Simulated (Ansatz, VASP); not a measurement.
# TiO2 in VASP and in Ansatz

The input INCAR:

```
SYSTEM = TiO2
  PREC = Accurate
  ENCUT = 520
  EDIFF = 1E-7
  ISMEAR = 0
  SIGMA = 0.05
  LREAL = .FALSE.
  LASPH = .TRUE.
  NELM = 150
  ALGO = Normal
  ISIF = 2
  LWAVE = .FALSE.
  LCHARG = .TRUE.
  LMAXMIX = 4
  LDAU = .TRUE.
  LDAUTYPE = 2
  LDAUL = 2 -1
  LDAUU = 4 0
  LDAUJ = 0 0
  LDAUPRINT = 1
  GGA = PE
  LELF = .TRUE.
  LVHAR = .TRUE.
  NBANDS = 33
```

File KPOINTS:

```
Automatic mesh
0
G
  8 8 8
  0 0 0
```

File POSCAR:

```
TiO2
1.0
   -1.9404500000      1.9404500000      4.7595000000
    1.9404500000     -1.9404500000      4.7595000000
    1.9404500000      1.9404500000     -4.7595000000
Ti O
2 4
Direct
    0.0000000000      0.0000000000      0.0000000000
    0.7500000000      0.2500000000      0.5000000000
    0.2052277854      0.2052277854      0.0000000000
    0.9552277854      0.4552277854      0.5000000000
    0.5447722146      0.0447722146      0.5000000000
    0.7947722146      0.7947722146      0.0000000000
```

Input for Ansatz:

```yaml
crystal:
  lattice:
    - [-1.94045, 1.94045, 4.7595]
    - [1.94045, -1.94045, 4.7595]
    - [1.94045, 1.94045, -4.7595]
  atoms:
    - { symbol: Ti, position: [0.0, 0.0, 0.0] }
    - { symbol: Ti, position: [0.75, 0.25, 0.5] }
    - { symbol: O, position: [0.2052277854, 0.2052277854, 0.0] }
    - { symbol: O, position: [0.9552277854, 0.4552277854, 0.5] }
    - { symbol: O, position: [0.5447722146, 0.0447722146, 0.5] }
    - { symbol: O, position: [0.7947722146, 0.7947722146, 0.0] }
basis:
  ecutwfc: 520.0
kpoints:
  mp_grid: { grid: [8, 8, 8] }
hamiltonian:
  xc: pbe
  pseudopotentials: { kind: paw, azcp: { folder: soft_1 } }
  hubbard: { sites: [{ species: Ti, l: d, u_eff: 4.0 }] }
scf:
  occupations: { method: gaussian, width: 0.05 }
output:
  forces: true
  stress: true
  eigenvalues: true
```

Alike in both runs: task single point; functional PBE; k mesh 8 × 8 × 8; occupations gaussian, width 0.05 eV; no spin polarisation; Hubbard terms Ti d U = 4.0 eV.

```csv
,VASP,Ansatz
version,VASP 6.6.1,Ansatz 0.2.0
potentials or method,"VASP PAW PBE potentials, release 64 (Ti_sv, O), cutoff 520 eV","scalar-relativistic, plane waves, PAW"
valence electrons in the cell,48,48
```

Ansatz gave:

* gap on the k mesh at the Fermi level (eV): 2.67
* least direct gap on the mesh (eV): 2.90
* pressure (GPa): -0.1
* traceless stress, the component that is largest in VASP (GPa): 6.86
* rms of the force components (eV/Å): 0.232

Estimate VASP's values.

gap on the k mesh at the Fermi level (eV): 2.67; least direct gap on the mesh (eV): 2.92; pressure (GPa): 3.9; traceless stress, the component that is largest in VASP (GPa): 7.14; rms of the force components (eV/Å): 0.334.

The programs project onto different local orbitals, so the same U acts differently, and such runs can settle in different states. Atom by atom the forces differ by 0.102 eV/Å (rms over components).
